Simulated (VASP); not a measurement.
Runs of VASP 6.6.1 on AlRu. The structure is that of space group Pm-3m (No. 221), or close to it. The cells are those of the table. 

```tsv
cell	gap on the mesh (eV)	pressure (GPa)
a = 2.992 Å, 2 atoms	none	-7.7
a = 2.910 Å, 2 atoms	none	12.3
a = 3.069 Å, 2 atoms	none	(b)
a = 2.951 Å, 2 atoms	none	(a)
a = 3.031 Å, 2 atoms	none	-14.7
```

Alike in all rows: task single point; level LDA; potentials or basis VASP PAW LDA potentials, release 64 (Al, Ru_pv); no spin polarisation; k mesh 10 × 10 × 10; cutoff (eV) 520; smearing methfessel-paxton 0.1 eV.

Problem. Estimate the missing entries.

Solution. (a) 1.2; (b) -20.4.

A k mesh can miss the band edges, and the runs leave out spin-orbit coupling on Ru.

A gap of «none» marks levels without a gap at the run's occupations.
